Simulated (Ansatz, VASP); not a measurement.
## One calculation of RbBr, two programs

```xyz
2
Lattice="4.2487 0.0000 0.0000 0.0000 4.2487 0.0000 0.0000 0.0000 4.1929" Properties=species:S:1:pos:R:3 pbc="T T T"
Rb   -0.1967    0.0000    0.0000
Br    2.3347    2.1243    2.0965
```

Change from the starting cell: mode 4 frozen in at -0.208 Å, equal normal strain along x and y +0.0133.

Alike in both runs: task single point; functional PBE; k mesh 6 × 6 × 6; occupations gaussian, width 0.05 eV; no spin polarisation.

```csv
,VASP,Ansatz
version,VASP 6.6.1,Ansatz 0.2.0
potentials or method,"VASP PAW PBE potentials, release 64 (Rb_sv, Br), cutoff 520 eV","scalar-relativistic, plane waves, PAW"
valence electrons in the cell,16,16
```

```tsv
	VASP	Ansatz	Ansatz less VASP
gap on the k mesh at the Fermi level (eV)	3.90	3.90	+0.001
least direct gap on the mesh (eV)	4.00	4.00	+0.001
pressure (GPa)	0.3	0.3	-0.03
traceless stress, the component that is largest in VASP (GPa)	0.29	0.28	-0.002
rms of the force components (eV/Å)	0.125	0.124	-0.0019
```

Atom by atom the forces differ by 0.002 eV/Å (rms over components). The functional is the same, so the differences come from potentials, cutoffs and numerics.
